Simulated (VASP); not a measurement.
**MoS2: relaxation of cell and atoms with PBEsol+D4**

MoS2:

```
Mo S
1.0
     3.16900    0.00000    0.00000
    -1.58450    2.74443    0.00000
     0.00000    0.00000   12.32400
Mo S
2 4
Direct
  0.66667 0.33333 0.75000
  0.33333 0.66667 0.25000
  0.66667 0.33333 0.37700
  0.33333 0.66667 0.87700
  0.66667 0.33333 0.12300
  0.33333 0.66667 0.62300
```

```json
{
  "Program": "VASP 6.6.1",
  "Task": "relaxation of cell and atoms",
  "Functional": "PBEsol",
  "Dispersion": "D4",
  "Potentials or basis": "VASP PAW PBE potentials, release 64 (Mo_sv, S)",
  "Cutoff": "600 eV",
  "k mesh": "10 × 10 × 3",
  "Occupations": "fermi-dirac, width 0.05 eV",
  "Spin": "no spin polarisation",
  "Dipole correction": "no",
  "Further INCAR settings": "ALGO = Normal; EDIFF = 1e-06; IBRION = 2; EDIFFG = -0.01; NSW = 60; ISIF = 3"
}
```

```yaml
Relaxed_volume: 16.80 Å³/atom
Relaxed_cell: a = 3.123 Å, b = 3.123 Å, c = 11.930 Å, α = 90.00°, β = 90.00°, γ = 120.00°
Space_group_after_relaxing_to_0.1_Å: P6_3/mmc (No. 194)
Energy_gained_by_relaxing: 12.6 meV/atom
Ionic_steps: 13
Pressure_after_relaxing: 0.0 GPa
Largest_force_after_relaxing: 0.009 eV/Å
Band_gap_on_the_k_mesh: 0.72 eV (least direct gap 1.96 eV)
Dispersion_energy_per_atom: -0.259 eV
```

Forces in eV/Å, atoms in the order of the input:
```
Mo   0.000  0.000  0.000
Mo   0.000  0.000  0.000
S    0.000  0.000  0.009
S    0.000  0.000  0.009
S    0.000  0.000 -0.009
S    0.000  0.000 -0.009
```

Stress tensor (GPa, compression positive):
```
-0.03  0.00  0.00
 0.00 -0.03  0.00
 0.00  0.00  0.07
```

The path:
| step | energy change (eV) | largest force (eV/Å) | pressure (GPa) | volume (Å³) |
| --- | --- | --- | --- | --- |
| 1 | 0.0000 | 0.3092 | -5.08 | 107.18 |
| 2 | 0.1487 | 1.4515 | 10.82 | 98.64 |
| 3 | -0.0531 | 0.2381 | -0.32 | 104.18 |
| 4 | -0.0531 | 0.2490 | -0.22 | 104.12 |
| 5 | -0.0617 | 0.0878 | -0.10 | 103.34 |
| 6 | -0.0618 | 0.0744 | -0.10 | 103.28 |
| 7 | -0.0647 | 0.0629 | -0.13 | 103.00 |
| 8 | -0.0716 | 0.0296 | -0.23 | 102.17 |
| 9 | -0.0752 | 0.0403 | -0.25 | 100.49 |
| 10 | -0.0757 | 0.0147 | -0.25 | 101.02 |
| 11 | -0.0757 | 0.0184 | -0.24 | 100.96 |
| 12 | -0.0728 | 0.1409 | 1.32 | 100.00 |
| 13 | -0.0759 | 0.0089 | 0.00 | 100.80 |

Final structure:
```xyz
6
Lattice="3.1235 0.0000 0.0000 -1.5617 2.7050 0.0000 0.0000 0.0000 11.9302" Properties=species:S:1:pos:R:3 pbc="T T T"
Mo    1.5617    0.9017    8.9477
Mo    0.0000    1.8033    2.9826
S     1.5617    0.9017    4.5430
S     0.0000    1.8033   10.5081
S     1.5617    0.9017    1.4221
S     0.0000    1.8033    7.3872
```

Levels at points of the mesh, in eV from the valence-band top:
```tsv
k point	band 22	band 23	band 24	band 25	band 26	band 27	band 28	band 29	band 30	band 31
(0.00, 0.00, 0.00)	-2.20	-2.20	-1.44	-1.07	0.00	2.10	2.10	2.14	2.14	2.25
(0.50, 0.00, 0.00)	-2.63	-1.83	-1.60	-1.52	-1.43	1.65	1.71	1.99	2.37	2.77
```

It took 7.9 min on 1 thread of Intel(R) Xeon(R) 6975P-C (Granite Rapids), with other jobs on the host, peak memory 0.32 GiB.

Caveat: the PAW data sets were made with another functional, which shifts forces and pressure a little. As with any semilocal functional, this PBEsol gap is likely too small.
